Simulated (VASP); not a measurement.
# Si2W (I4/mmm) in VASP: notebook

Runs on Si2W. Level: r2SCAN. Tasks: relaxation of cell and atoms, single point.

All numbers are computed with VASP 6.6.1; they aren't measurements. Logs are shortened: lines on timing, memory, paths and dates and some standing lists are left out, and cuts for length are marked.

### 1 The cell of the first run

It takes space group I4/mmm (No. 139, tetragonal). Conventional cell: a = 3.214 Å, b = 3.214 Å, c = 7.830 Å, α = 90.00°, β = 90.00°, γ = 90.00°. Si (site symmetry 4mm) has 9 Si at 2.59 to 3.21 Å and 5 W at 2.62 Å within 3.4 Å. W (site symmetry 4/mmm) has 10 Si at 2.62 Å and 4 W at 3.21 Å within 3.4 Å.

### 2 Relaxation of cell and atoms, r2SCAN

POSCAR

```
Si2W
1.0
   -1.6069000000      1.6069000000      3.9149500000
    1.6069000000     -1.6069000000      3.9149500000
    1.6069000000      1.6069000000     -3.9149500000
Si W
2 1
Direct
    0.3347000000      0.3347000000      0.0000000000
    0.6653000000      0.6653000000      0.0000000000
    0.0000000000      0.0000000000      0.0000000000
```

INCAR.step1

```
PREC = Accurate
ENCUT = 600
ISMEAR = -1
SIGMA = 0.1
LREAL = F
LASPH = T
NELM = 60
GGA = PE
ALGO = Normal
EDIFF = 1E-4
LWAVE = T
LCHARG = F
```

INCAR.step2

```
PREC = Accurate
ENCUT = 600
EDIFF = 1E-7
ISMEAR = -1
SIGMA = 0.1
LREAL = F
LASPH = T
NELM = 60
ALGO = Normal
ISIF = 3
LWAVE = F
LCHARG = F
METAGGA = R2SCAN
LMIXTAU = T
IBRION = 2
NSW = 80
EDIFFG = -0.01
ISTART = 1
```

KPOINTS

```
Automatic mesh
0
Gamma
  10 10 10
```

Potentials or basis: VASP PAW PBE potentials, release 64 (Si, W_sv).

The run is started by

```sh
cat potpaw_PBE.64/Si/POTCAR potpaw_PBE.64/W_sv/POTCAR > POTCAR
cp INCAR.step1 INCAR
mpirun -np 1 vasp_std > vasp.out
cp INCAR.step2 INCAR
mpirun -np 1 vasp_std > vasp.out
```

OUTCAR:

```text
PREC = Accurate
   ENCUT = 600
   EDIFF = 1E-7
   ISMEAR = -1
   LREAL = F
   LASPH = T
   NELM = 60
   ISIF = 3
   METAGGA = R2SCAN
   IBRION = 2
   NSW = 80
   EDIFFG = -0.01
   ISTART = 1

 ion  position               nearest neighbor table
   1  0.335  0.335  0.000-   2 2.59   3 2.62   3 2.62   3 2.62   3 2.62   3 2.62   2 2.63   2 2.63
                             2 2.63   2 2.63
   2  0.665  0.665  0.000-   1 2.59   3 2.62   3 2.62   3 2.62   3 2.62   3 2.62   1 2.63   1 2.63
                             1 2.63   1 2.63
   3  0.000  0.000  0.000-   2 2.62   2 2.62   2 2.62   1 2.62   2 2.62   1 2.62   1 2.62   1 2.62
                             1 2.62   2 2.62

  LATTYP: Found a body centered tetragonal cell.
 ALAT       =     3.2138000000
 C/A-ratio  =     2.4363370465

  Lattice vectors:

 A1 = (  -1.6069000000,   1.6069000000,   3.9149500000)
 A2 = (   1.6069000000,  -1.6069000000,   3.9149500000)
 A3 = (   1.6069000000,   1.6069000000,  -3.9149500000)

Analysis of symmetry for initial positions (statically):
=====================================================================
 Subroutine PRICEL returns:
 Original cell was already a primitive cell.

 Routine SETGRP: Setting up the symmetry group for a
 body centered tetragonal supercell.

 Subroutine GETGRP returns: Found 16 space group operations
 (whereof 16 operations were pure point group operations)
 out of a pool of 16 trial point group operations.

The static configuration has the point symmetry D_4h.

Analysis of symmetry for dynamics (positions and initial velocities):
=====================================================================
 Subroutine PRICEL returns:
 Original cell was already a primitive cell.

 Routine SETGRP: Setting up the symmetry group for a
 body centered tetragonal supercell.

 Subroutine GETGRP returns: Found 16 space group operations
 (whereof 16 operations were pure point group operations)
 out of a pool of 16 trial point group operations.

The dynamic configuration has the point symmetry D_4h.

 Subroutine INISYM returns: Found 16 space group operations
 (whereof 16 operations are pure point group operations),
 and found     1 'primitive' translations

----------------------------------------------------------------------------------------

                                     Primitive cell

  volume of cell :      40.4356

  direct lattice vectors                    reciprocal lattice vectors
    -1.606900000  1.606900000  3.914950000     0.000000000  0.311158131  0.127715552
     1.606900000 -1.606900000  3.914950000     0.311158131  0.000000000  0.127715552
     1.606900000  1.606900000 -3.914950000     0.311158131  0.311158131  0.000000000

  length of vectors
     4.526708376  4.526708376  4.526708376     0.336348992  0.336348992  0.440044048

  position of ions in fractional coordinates (direct lattice)
     0.334700000  0.334700000  0.000000000
     0.665300000  0.665300000  0.000000000
     0.000000000  0.000000000  0.000000000

  ion indices of the primitive-cell ions
   primitive index   ion index
                 1           1
                 2           2
                 3           3

----------------------------------------------------------------------------------------

 KPOINTS: Automatic mesh

Automatic generation of k-mesh.
 Grid dimensions read from file:
 generate k-points for:   10   10   10

 Generating k-lattice:

  Cartesian coordinates                     Fractional coordinates (reciprocal lattice)
     0.000000000  0.031115813  0.012771555     0.100000000  0.000000000  0.000000000
     0.031115813  0.000000000  0.012771555     0.000000000  0.100000000  0.000000000
     0.031115813  0.031115813  0.000000000     0.000000000  0.000000000  0.100000000

  Length of vectors
     0.033634899  0.033634899  0.044004405

  Shift w.r.t. Gamma in fractional coordinates (k-lattice)
     0.000000000  0.000000000  0.000000000

 Subroutine IBZKPT returns following result:
 ===========================================

 Found    102 irreducible k-points:

 Following reciprocal coordinates:
            Coordinates               Weight
  0.000000  0.000000  0.000000      1.000000
  0.100000 -0.000000  0.000000      8.000000
  0.200000 -0.000000  0.000000      8.000000
  0.300000  0.000000 -0.000000      8.000000
  0.400000  0.000000  0.000000      8.000000
  0.500000  0.000000  0.000000      4.000000
[... 16 lines left out ...]
  0.300000  0.300000 -0.000000      8.000000
  0.400000  0.300000 -0.000000     16.000000
 [... further k-points ...]
   k-points           NKPTS =    102   k-points in BZ     NKDIM =    102   number of bands    NBANDS=     15
   number of dos      NEDOS =    301   number of ions     NIONS =      3
   total plane-waves  NPLWV =  46656
   dimension x,y,z NGX =    36 NGY =   36 NGZ =   36
   dimension x,y,z NGXF=    72 NGYF=   72 NGZF=   72
   ions per type =               2   1
   NGX,Y,Z   is equivalent  to a cutoff of  13.22, 13.22, 13.22 a.u.
   NGXF,Y,Z  is equivalent  to a cutoff of  26.44, 26.44, 26.44 a.u.
 SYSTEM =  unknown system
   PREC   = accura    normal or accurate (medium, high low for compatibility)
   ISTART =      1    job   : 0-new  1-cont  2-samecut
   ICHARG =      0    charge: 1-file 2-atom 10-const
   ISPIN  =      1    spin polarized calculation?
   LNONCOLLINEAR =      F non collinear calculations
   LSORBIT =      F    spin-orbit coupling
   LASPH  =      T    aspherical Exc in radial PAW
   ENCUT  =  600.0 eV  44.10 Ry    6.64 a.u.   9.04  9.04  9.04*2*pi/ulx,y,z
   NELM   =     60;   NELMIN=  2; NELMDL=  0     # of ELM steps
   EDIFF  = 0.1E-06   stopping-criterion for ELM
   LREAL  =      F    real-space projection
   EDIFFG = -.1E-01   stopping-criterion for IOM
   NSW    =     80    number of steps for IOM
   IBRION =      2    ionic relax: 0-MD 1-quasi-New 2-CG
   NFREE  =      1    steps in history (QN), initial steepest desc. (CG)
   ISIF   =      3    stress and relaxation
   ISYM   =      2    0-nonsym 1-usesym 2-fastsym
   POTIM  = 0.5000    time-step for ionic-motion
   TEBEG  =    0.0;   TEEND  =   0.0 temperature during run
   PSTRESS=    0.0 pullay stress
   NELECT =      22.0000    total number of electrons
   NUPDOWN=      -1.0000    fix difference up-down
   EMIN   =  10.00;   EMAX   =-10.00  energy-range for DOS
   EFERMI =   0.00;   METHOD = LEGACY
   ISMEAR =    -1;   SIGMA  =   0.10  broadening in eV -4-tet -1-fermi 0-gaus
   EFERMI_NEDOS =   21; number of points for ismear=-14 and -15
   IALGO  =     38    algorithm
   IMIX   =      4    mixing-type and parameters
     AMIX     =   0.40;   BMIX     =  1.00
     AMIX_MAG =   1.60;   BMIX_MAG =  1.00
  volume/ion in A,a.u.               =      13.48        90.96
  Fermi-wavevector in a.u.,A,eV,Ry     =   1.336476  2.525573 24.302284  1.786167
  Thomas-Fermi vector in A             =   2.465099
   LORBIT       =      0    0 simple, 1 ext, 2 COOP (PROOUT), +10 PAW based schemes
   METAGGA = R2SCAN    functional components
   LHFCALC =     F    Hartree Fock is set to
   AEXX    =    0.0000 exact exchange contribution
   IVDW    =     0    specifies the selected vdW correction
   LEPSILON=     F    determine dielectric tensor
   LRPA    =     F    only Hartree local field effects (RPA)
 conjugate gradient relaxation of ions
 non-spin polarized calculation
  energy-cutoff  :      600.00
  volume of cell :       40.44
 maximum number of plane-waves:      1376
   NGX = 19   NGY = 19   NGZ = 19

--------------------------------------- Ionic step        1  -------------------------------------------

 number of electron      21.9999999 magnetization

 Free energy of the ion-electron system (eV)
  ---------------------------------------------------
  ext. energy  EPLUGINS =         0.00000000
  ---------------------------------------------------
  free energy    TOTEN  =       -69.81733975 eV

  energy without entropy =      -69.80756480  energy(sigma->0) =      -69.81245227

------------------------ aborting loop because EDIFF is reached ----------------------------------------

  FORCE on cell =-STRESS in cart. coord.  units (eV):
  Direction    XX          YY          ZZ          XY          YZ          ZX
  --------------------------------------------------------------------------------------
  -------------------------------------------------------------------------------------
  Total       -0.0920570     -0.0920570     -0.5046158      0.0000000      0.0000000      0.0000000
  in kB       -3.6475678     -3.6475678    -19.9943615      0.0000000      0.0000000      0.0000000
  external PRESSURE =      -9.0964990 kB  Pullay stress =       0.0000000 kB
[... 133 lines left out ...]
  energy  without entropy=      -69.8088120100  energy(sigma->0) =      -69.81352534

--------------------------------------- Ionic step        5  -------------------------------------------

 number of electron      21.9999999 magnetization

 Free energy of the ion-electron system (eV)
  ---------------------------------------------------
  ext. energy  EPLUGINS =         0.00000000
  ---------------------------------------------------
  free energy    TOTEN  =       -69.81826030 eV

  energy without entropy =      -69.80879416  energy(sigma->0) =      -69.81352723

 E-fermi :  11.9660     XC(G=0): -13.5208

 val. band max:       11.9004207723   @ k =  -0.2000  -0.3000   0.2000
 cond. band min:      12.0666055713   @ k =   0.5000   0.5000   0.3000
 fundamental gap:      0.1661847990
 Fermi energy:        11.9659802252

 k-point     1 :       0.0000    0.0000    0.0000
  band No.  band energies     occupation
      1     -63.7728      2.00000
      2     -27.4064      2.00000
      3     -27.3752      2.00000
      4     -27.3752      2.00000
      5      -2.9116      2.00000
      6       4.7167      2.00000
      7       8.1483      2.00000
      8       8.5724      2.00000
      9       8.9082      2.00000
     10       8.9082      2.00000
     11      12.5532      0.00561
     12      14.9838      0.00000
     13      15.1361      0.00000
     14      15.1430      0.00000
     15      15.1430      0.00000
[... 397 lines left out ...]
 k-point    24 :       0.4000    0.3000   -0.0000
  band No.  band energies     occupation
      1     -63.7591      2.00000
      2     -27.5676      2.00000
      3     -27.5033      2.00000
      4     -27.3755      2.00000
      5       1.6612      2.00000
      6       2.8072      2.00000
      7       5.3902      2.00000
      8       7.1457      2.00000
      9       8.3990      2.00000
     10       9.2394      2.00000
     11       9.7085      2.00000
     12      12.6476      0.00219
     13      13.9808      0.00000
     14      15.9682      0.00000
     15      17.1444      0.00000

 [... further k-points ...]
[... 5 lines left out ...]
  --------------------------------------------------------------------------------------
  -------------------------------------------------------------------------------------
  Total       -0.0028296     -0.0028296      0.0033293      0.0000000     -0.0000000      0.0000000
  in kB       -0.1124993     -0.1124993      0.1323664      0.0000000     -0.0000000      0.0000000
  external PRESSURE =      -0.0308774 kB  Pullay stress =       0.0000000 kB
[... 18 lines left out ...]
  FREE ENERGIE OF THE ION-ELECTRON SYSTEM (eV)
  ---------------------------------------------------
  free  energy   TOTEN  =       -69.8182603009 eV

  energy  without entropy=      -69.8087941645  energy(sigma->0) =      -69.81352723

 reached required accuracy - stopping structural energy minimisation
```

It took 16 min on 1 thread of Intel Xeon 6975P-C, shared host; peak memory 0.28 GiB.

Results:

```yaml
Free_energy: -69.8183 eV
Relaxed_volume: 13.43 Å³/atom
Relaxed_cell: a = 4.515 Å, b = 4.515 Å, c = 4.515 Å, α = 138.30°, β = 138.30°, γ = 60.44°
Space_group_after_relaxing_to_0.05_Å: I4/mmm (No. 139)
Energy_gained_by_relaxing: 0.3 meV/atom
Ionic_steps: 5
Pressure_after_relaxing: 0.0 GPa
Largest_force_after_relaxing: 0.007 eV/Å
Band_gap_on_the_k_mesh: zero (band 11 reaches 12.68 eV, above the bottom of band 12 at 11.36 eV)
```

Forces in eV/Å, atoms in the order of the input:
```
Si   0.000  0.000  0.007
Si   0.000  0.000 -0.007
W    0.000  0.000  0.000
```

Step by step:
| step | energy change (eV) | largest force (eV/Å) | pressure (GPa) | volume (Å³) |
| --- | --- | --- | --- | --- |
| 1 | 0.0000 | 0.0402 | -0.91 | 40.44 |
| 2 | 0.0015 | 0.0355 | 1.97 | 39.99 |
| 3 | -0.0009 | 0.0119 | 0.17 | 40.27 |
| 4 | -0.0009 | 0.0033 | -0.11 | 40.32 |
| 5 | -0.0009 | 0.0067 | 0.00 | 40.30 |

Final structure:
```cif
data_structure
_symmetry_space_group_name_H-M 'P 1'
_symmetry_Int_Tables_number 1
_cell_length_a 4.5150
_cell_length_b 4.5150
_cell_length_c 4.5150
_cell_angle_alpha 138.301
_cell_angle_beta 138.301
_cell_angle_gamma 60.442
_cell_volume 40.30
loop_
_atom_site_label
_atom_site_type_symbol
_atom_site_fract_x
_atom_site_fract_y
_atom_site_fract_z
_atom_site_occupancy
Si1 Si 0.33484 0.33484 0.00000 1
Si2 Si 0.66516 0.66516 0.00000 1
W1 W 0.00000 0.00000 0.00000 1
```

Levels at points of the mesh, in eV from the Fermi level:
| k point | band 8 | band 9 | band 10 | band 11 | band 12 | band 13 | band 14 | band 15 |
| --- | --- | --- | --- | --- | --- | --- | --- | --- |
| (0.00, 0.00, 0.00) | -3.39 | -3.06 | -3.06 | 0.59 | 3.02 | 3.17 | 3.18 | 3.18 |
| (0.50, 0.00, 0.00) | -5.21 | -3.02 | -2.87 | -0.50 | 2.92 | 2.99 | 4.21 | 4.83 |
| (0.50, 0.50, 0.00) | -5.69 | -5.33 | -3.45 | -2.00 | 3.07 | 3.28 | 3.41 | 4.20 |
| (0.50, 0.50, 0.50) | -2.68 | -0.97 | -0.97 | -0.53 | -0.53 | 0.78 | 4.94 | 5.57 |

Caveat: the PAW data sets were made with another functional, which shifts forces and pressure a little; spin-orbit coupling is left out, which moves the levels of the heavy elements.

### 3 Single point, r2SCAN

This run uses another cell than the first one, of 12.89 Å³/atom, 0.956 times its volume.

POSCAR

```
Si2W
1.0
   -1.5845726400      1.5845726400      3.8500391700
    1.5845726400     -1.5845726400      3.8500391700
    1.5845726400      1.5845726400     -3.8500391700
Si W
2 1
Direct
    0.3341244128      0.3341244128      0.0000000000
    0.6658755872      0.6658755872      0.0000000000
    0.0000000000      0.0000000000      0.0000000000
```

INCAR.step1

```
SYSTEM = Si2W
PREC     = Accurate       ! precision mode
ENCUT    = 520            ! plane-wave cutoff, eV
ISMEAR   = -1             ! smearing method
SIGMA    = 0.1            ! smearing width, eV
LREAL    = .FALSE.        ! projectors in reciprocal space
LASPH    = .TRUE.         ! aspherical terms in the spheres
NELM     = 60             ! most SCF steps
NBANDS   = 18             ! bands
GGA      = PE             ! functional
ALGO     = Normal         ! electronic algorithm
EDIFF    = 1E-4           ! SCF threshold, eV
LWAVE    = .TRUE.         ! write WAVECAR
LCHARG   = .FALSE.        ! write CHGCAR
```

INCAR.step2

```
SYSTEM = Si2W
PREC     = Accurate       ! precision mode
ENCUT    = 520            ! plane-wave cutoff, eV
EDIFF    = 1E-6           ! SCF threshold, eV
ISMEAR   = -1             ! smearing method
SIGMA    = 0.1            ! smearing width, eV
LREAL    = .FALSE.        ! projectors in reciprocal space
LASPH    = .TRUE.         ! aspherical terms in the spheres
NELM     = 60             ! most SCF steps
ALGO     = Normal         ! electronic algorithm
ISIF     = 2              ! what is computed and relaxed
LWAVE    = .FALSE.        ! write WAVECAR
LCHARG   = .TRUE.         ! write CHGCAR
METAGGA  = R2SCAN         ! meta-GGA
LMIXTAU  = .TRUE.       
LELF     = .TRUE.         ! ELF
LVHAR    = .TRUE.       
NBANDS   = 18             ! bands
ISTART   = 1
```

KPOINTS

```
regular mesh
0
G
  13 13 13
  0 0 0
```

Potentials or basis: VASP PAW PBE potentials, release 64 (Si, W_sv).

The run is started by

```sh
cat potpaw_PBE.64/Si/POTCAR potpaw_PBE.64/W_sv/POTCAR > POTCAR
cp INCAR.step1 INCAR
mpirun -np 1 vasp_std > vasp.out
cp INCAR.step2 INCAR
mpirun -np 1 vasp_std > vasp.out
```

Wall time 9.8 min (1 thread of Intel Xeon 6975P-C, shared host); peak memory 0.31 GiB.

The run converged. Its results:

| Property | Result |
| --- | --- |
| Free energy | -69.7672 eV |
| Pressure | 10.6 GPa |
| Largest force | 0.007 eV/Å |
| Band gap on the k mesh | zero (band 11 reaches 13.35 eV, above the bottom of band 12 at 12.05 eV) |

Forces in eV/Å, atoms in the order of the input:
```
Si   0.000  0.000 -0.007
Si   0.000  0.000  0.007
W    0.000  0.000  0.000
```

Stress tensor (GPa, compression positive):
```
10.05  0.00  0.00
 0.00 10.05  0.00
 0.00  0.00 11.59
```

Levels at points of the mesh, in eV from the Fermi level:
```
           k point  band 7  band 8  band 9  band 10  band 11  band 12  band 13  band 14  band 15  band 16
(0.00, 0.00, 0.00)   -3.79   -3.62   -3.21    -3.21     0.63     2.94     3.28     3.34     3.34     5.22
```

Caveat: the PAW data sets were made with another functional, which shifts forces and pressure a little; spin-orbit coupling is left out, which moves the levels of the heavy elements.

### 4 Single point, r2SCAN

This run uses another cell than the first one, of 13.16 Å³/atom, 0.976 times its volume.

POSCAR

```
Si2W
1.0
   -1.5955010700      1.5955010700      3.8765920100
    1.5955010700     -1.5955010700      3.8765920100
    1.5955010700      1.5955010700     -3.8765920100
Si W
2 1
Direct
    0.3344592227      0.3344592227      0.0000000000
    0.6655407773      0.6655407773      0.0000000000
    0.0000000000      0.0000000000      0.0000000000
```

INCAR.step1

```
SYSTEM = Si2W
  PREC = Accurate
  ENCUT = 520
  ISMEAR = -1
  SIGMA = 0.1
  LREAL = .False.
  LASPH = .True.
  NELM = 100
  NBANDS = 18
  GGA = PE
  ALGO = Normal
  EDIFF = 1E-4
  LWAVE = .True.
  LCHARG = .False.
```

INCAR.step2

```
SYSTEM = Si2W
  PREC = Accurate
  ENCUT = 520
  EDIFF = 1E-7
  ISMEAR = -1
  SIGMA = 0.1
  LREAL = .False.
  LASPH = .True.
  NELM = 100
  ALGO = Normal
  ISIF = 2
  LWAVE = .False.
  LCHARG = .False.
  METAGGA = R2SCAN
  LMIXTAU = .True.
  NBANDS = 18
  ISTART = 1
```

KPOINTS

```
regular mesh
0
Gamma
  13 13 13
  0 0 0
```

The run is started by

```sh
cat potpaw_PBE.64/Si/POTCAR potpaw_PBE.64/W_sv/POTCAR > POTCAR
cp INCAR.step1 INCAR
mpirun -np 1 vasp_std > vasp.out
cp INCAR.step2 INCAR
mpirun -np 1 vasp_std > vasp.out
```

Wall time 12 min (1 thread of Intel Xeon 6975P-C, shared host); peak memory 0.31 GiB.

The run converged. Its results:

```
Free energy            : -69.8063 eV
Pressure               : 5.0 GPa
Largest force          : 0.007 eV/Å
Band gap on the k mesh : zero (band 11 reaches 13.02 eV, above the bottom of band 12 at 11.76 eV)
```

Forces in eV/Å, atoms in the order of the input:
```
Si   0.000  0.000 -0.007
Si   0.000  0.000  0.007
W    0.000  0.000  0.000
```

Stress tensor (GPa, compression positive):
```
4.82 0.00 0.00
0.00 4.82 0.00
0.00 0.00 5.45
```

Levels at points of the mesh, in eV from the Fermi level:
```
           k point  band 7  band 8  band 9  band 10  band 11  band 12  band 13  band 14  band 15  band 16
(0.00, 0.00, 0.00)   -3.82   -3.51   -3.14    -3.14     0.60     3.05     3.14     3.25     3.25     5.10
```

Caveat: the PAW data sets were made with another functional, which shifts forces and pressure a little; spin-orbit coupling is left out, which moves the levels of the heavy elements.

[end of part 1 of 2]
